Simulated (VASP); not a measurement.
# FeGe (P2_13) in VASP: single point with r2SCAN

Aim: the single point of FeGe with r2SCAN.

All numbers are computed with VASP 6.6.1; they aren't measurements. Logs are shortened: lines on timing, memory, paths and dates and some standing lists are left out, and cuts for length are marked.

### Step 1. The cell of the first run

It takes space group P2_13 (No. 198, cubic). Conventional cell: a = 4.399 Å, b = 4.399 Å, c = 4.399 Å, α = 90.00°, β = 90.00°, γ = 90.00°. Fe (site symmetry 3) has 7 Ge at 2.27 to 2.46 Å and 6 Fe at 2.70 Å within 3.0 Å. Within 3.0 Å of Ge (site symmetry 3) lie 7 Fe at 2.27 to 2.46 Å and 6 Ge at 2.73 Å.

### Step 2. Single point, r2SCAN (10.64 Å³/atom)

The input, POSCAR:

```
FeGe
1.0
    4.3986857678      0.0000000000      0.0000000000
    0.0000000000      4.3986857678      0.0000000000
    0.0000000000      0.0000000000      4.3986857678
Fe Ge
4 4
Direct
    0.1389428718      0.1389428718      0.1389428718
    0.3610571282      0.8610571282      0.6389428718
    0.6389428718      0.3610571282      0.8610571282
    0.8610571282      0.6389428718      0.3610571282
    0.8406329680      0.8406329680      0.8406329680
    0.6593670320      0.1593670320      0.3406329680
    0.3406329680      0.6593670320      0.1593670320
    0.1593670320      0.3406329680      0.6593670320
```

The input, INCAR.step1:

```
SYSTEM = FeGe
PREC = Accurate
ENCUT = 520
ISMEAR = 0
SIGMA = 0.03
LREAL = .FALSE.
LASPH = .TRUE.
NELM = 80
NBANDS = 54
GGA = PE
ALGO = Normal
EDIFF = 1E-4
LWAVE = .TRUE.
LCHARG = .FALSE.
```

The input, INCAR.step2:

```
SYSTEM = FeGe
PREC = Accurate
ENCUT = 520
EDIFF = 1E-6
ISMEAR = 0
SIGMA = 0.03
LREAL = .FALSE.
LASPH = .TRUE.
NELM = 80
ALGO = Normal
ISIF = 2
LWAVE = .FALSE.
LCHARG = .FALSE.
METAGGA = R2SCAN
LMIXTAU = .TRUE.
NBANDS = 54
ISTART = 1
```

The input, KPOINTS:

```
Automatic mesh
0
G
  10 10 10
  0 0 0
```

Potentials or basis: VASP PAW PBE potentials, release 64 (Fe, Ge_d).

The run is started by

```bash
$ cat potpaw_PBE.64/Fe/POTCAR potpaw_PBE.64/Ge_d/POTCAR > POTCAR
$ cp INCAR.step1 INCAR
$ mpirun -np 1 vasp_std > vasp.out
$ cp INCAR.step2 INCAR
$ mpirun -np 1 vasp_std > vasp.out
```

OUTCAR:

```text
SYSTEM = FeGe
   PREC = Accurate
   ENCUT = 520
   EDIFF = 1E-6
   ISMEAR = 0
   LREAL = .FALSE.
   LASPH = .TRUE.
   NELM = 80
   ISIF = 2
   METAGGA = R2SCAN
   ISTART = 1

 ion  position               nearest neighbor table
   1  0.139  0.139  0.139-   5 2.27   6 2.29   7 2.29   8 2.29   7 2.46   8 2.46   6 2.46   3 2.70
                             4 2.70   2 2.70   2 2.70   4 2.70   3 2.70
   2  0.361  0.861  0.639-   6 2.27   5 2.29   7 2.29   8 2.29   7 2.46   8 2.46   5 2.46   1 2.70
                             1 2.70   3 2.70   3 2.70   4 2.70   4 2.70
   3  0.639  0.361  0.861-   7 2.27   6 2.29   5 2.29   8 2.29   8 2.46   6 2.46   5 2.46   1 2.70
                             4 2.70   2 2.70   2 2.70   4 2.70   1 2.70
   4  0.861  0.639  0.361-   8 2.27   6 2.29   7 2.29   5 2.29   6 2.46   5 2.46   7 2.46   1 2.70
                             3 2.70   2 2.70   1 2.70   2 2.70   3 2.70
   5  0.841  0.841  0.841-   1 2.27   2 2.29   3 2.29   4 2.29   3 2.46   4 2.46   2 2.46   6 2.73
                             7 2.73   8 2.73   6 2.73   8 2.73   7 2.73
   6  0.659  0.159  0.341-   2 2.27   1 2.29   3 2.29   4 2.29   3 2.46   4 2.46   1 2.46   8 2.73
                             5 2.73   5 2.73   7 2.73   7 2.73   8 2.73
   7  0.341  0.659  0.159-   3 2.27   2 2.29   1 2.29   4 2.29   4 2.46   2 2.46   1 2.46   8 2.73
                             5 2.73   8 2.73   6 2.73   6 2.73   5 2.73
   8  0.159  0.341  0.659-   4 2.27   2 2.29   3 2.29   1 2.29   2 2.46   1 2.46   3 2.46   7 2.73
                             5 2.73   7 2.73   5 2.73   6 2.73   6 2.73

  LATTYP: Found a simple cubic cell.
 ALAT       =     4.3986857678

  Lattice vectors:

 A1 = (   4.3986857678,   0.0000000000,   0.0000000000)
 A2 = (   0.0000000000,   4.3986857678,   0.0000000000)
 A3 = (   0.0000000000,   0.0000000000,   4.3986857678)

Analysis of symmetry for initial positions (statically):
=====================================================================
 Subroutine PRICEL returns:
 Original cell was already a primitive cell.

 Routine SETGRP: Setting up the symmetry group for a
 simple cubic supercell.

 Subroutine GETGRP returns: Found 12 space group operations
 (whereof  3 operations were pure point group operations)
 out of a pool of 48 trial point group operations.

The static configuration has the point symmetry C_3 .
 The point group associated with its full space group is T   .

Analysis of symmetry for dynamics (positions and initial velocities):
=====================================================================
 Subroutine PRICEL returns:
 Original cell was already a primitive cell.

 Routine SETGRP: Setting up the symmetry group for a
 simple cubic supercell.

[... 128 lines left out ...]
   NELECT =      88.0000    total number of electrons
   NUPDOWN=      -1.0000    fix difference up-down
   EMIN   =  10.00;   EMAX   =-10.00  energy-range for DOS
   EFERMI =   0.00;   METHOD = LEGACY
   ISMEAR =     0;   SIGMA  =   0.03  broadening in eV -4-tet -1-fermi 0-gaus
   EFERMI_NEDOS =   21; number of points for ismear=-14 and -15
   IALGO  =     38    algorithm
   IMIX   =      4    mixing-type and parameters
     AMIX     =   0.40;   BMIX     =  1.00
     AMIX_MAG =   1.60;   BMIX_MAG =  1.00
  volume/ion in A,a.u.               =      10.64        71.79
  Fermi-wavevector in a.u.,A,eV,Ry     =   1.655437  3.128323 37.286402  2.740473
  Thomas-Fermi vector in A             =   2.743534
   LORBIT       =      0    0 simple, 1 ext, 2 COOP (PROOUT), +10 PAW based schemes
   METAGGA = R2SCAN    functional components
   LHFCALC =     F    Hartree Fock is set to
   AEXX    =    0.0000 exact exchange contribution
   IVDW    =     0    specifies the selected vdW correction
   LEPSILON=     F    determine dielectric tensor
   LRPA    =     F    only Hartree local field effects (RPA)
 non-spin polarized calculation
 Gauss-broadening in eV      SIGMA  =   0.03
  energy-cutoff  :      520.00
  volume of cell :       85.11
 maximum number of plane-waves:      2320
 NGX is ok and might be reduce to    36
   NGX = 17   NGY = 17   NGZ = 17

 number of electron      87.9999910 magnetization

 Free energy of the ion-electron system (eV)
  ---------------------------------------------------
  ext. energy  EPLUGINS =         0.00000000
  ---------------------------------------------------
  free energy    TOTEN  =      -110.25800532 eV

  energy without entropy =     -110.25800532  energy(sigma->0) =     -110.25800532

 E-fermi :  10.2634     XC(G=0): -15.4463

 val. band max:       10.1582306750   @ k =   0.3000   0.0000   0.0000
 cond. band min:      10.3742928196   @ k =   0.4000   0.1000   0.0000
 fundamental gap:      0.2160621446
 Fermi energy:        10.2634271690

 k-point     1 :       0.0000    0.0000    0.0000
  band No.  band energies     occupation
      1     -15.3361      2.00000
      2     -15.3361      2.00000
      3     -15.3361      2.00000
      4     -15.2827      2.00000
      5     -15.2827      2.00000
      6     -15.2827      2.00000
[... 1357 lines left out ...]
     53      14.9598      0.00000
     54      15.5870      0.00000

 [... further k-points ...]

------------------------ aborting loop because EDIFF is reached ----------------------------------------

  FORCE on cell =-STRESS in cart. coord.  units (eV):
  Direction    XX          YY          ZZ          XY          YZ          ZX
  --------------------------------------------------------------------------------------
  -------------------------------------------------------------------------------------
  Total       18.2441674     18.2441674     18.2441674      0.0000000      0.0000000      0.0000000
  in kB      343.4518160    343.4518160    343.4518160      0.0000000      0.0000000      0.0000000
  external PRESSURE =     343.4518160 kB  Pullay stress =       0.0000000 kB

 VOLUME and BASIS-vectors are now :
 -----------------------------------------------------------------------------
  energy-cutoff  :      520.00
  volume of cell :       85.11
      direct lattice vectors                 reciprocal lattice vectors
     4.398685768  0.000000000  0.000000000     0.227340631  0.000000000  0.000000000
     0.000000000  4.398685768  0.000000000     0.000000000  0.227340631  0.000000000
     0.000000000  0.000000000  4.398685768     0.000000000  0.000000000  0.227340631

 POSITION                                       TOTAL-FORCE (eV/Angst)
 -----------------------------------------------------------------------------------
      0.61117      0.61117      0.61117         0.027661      0.027661      0.027661
      1.58818      3.78752      2.81051        -0.027661     -0.027661      0.027661
      2.81051      1.58818      3.78752         0.027661     -0.027661     -0.027661
      3.78752      2.81051      1.58818        -0.027661      0.027661     -0.027661
      3.69768      3.69768      3.69768        -0.000257     -0.000257     -0.000257
      2.90035      0.70101      1.49834         0.000257      0.000257     -0.000257
      1.49834      2.90035      0.70101        -0.000257      0.000257      0.000257
      0.70101      1.49834      2.90035         0.000257     -0.000257      0.000257
 -----------------------------------------------------------------------------------
    total drift:                               -0.000000      0.000000      0.000000

  FREE ENERGIE OF THE ION-ELECTRON SYSTEM (eV)
  ---------------------------------------------------
  free  energy   TOTEN  =      -110.2580053214 eV

  energy  without entropy=     -110.2580053201  energy(sigma->0) =     -110.25800532
```

Wall time 13 min (1 thread of AMD EPYC 9R45 (Zen 5), shared host); peak memory 0.36 GiB.

Results:

| Quantity | Value |
| --- | --- |
| Free energy | -110.2580 eV |
| Pressure | 34.3 GPa |
| Largest force | 0.048 eV/Å |
| Band gap on the k mesh | 0.22 eV (least direct gap 0.24 eV) |

Forces on the atoms (eV/Å):
```
Fe   0.028  0.028  0.028
Fe  -0.028 -0.028  0.028
Fe   0.028 -0.028 -0.028
Fe  -0.028  0.028 -0.028
Ge   0.000  0.000  0.000
Ge   0.000  0.000  0.000
Ge   0.000  0.000  0.000
Ge   0.000  0.000  0.000
```

Levels at points of the mesh, in eV from the valence-band top:
```csv
k point,band 42,band 43,band 44,band 45,band 46,band 47
"(0.00, 0.00, 0.00)",-0.37,-0.19,-0.19,0.71,0.71,0.71
"(0.50, 0.00, 0.00)",-0.54,-0.05,-0.05,0.25,0.25,2.00
"(0.50, 0.50, 0.00)",-1.20,-0.46,-0.46,0.72,0.72,1.40
"(0.50, 0.50, 0.50)",-0.79,-0.79,-0.79,0.57,0.57,0.57
```

Caveat: the cell stands under pressure; the PAW data sets were made with another functional, which shifts forces and pressure a little. Spin polarisation is off, so any magnetic state and its effect on volume and gap are missing.
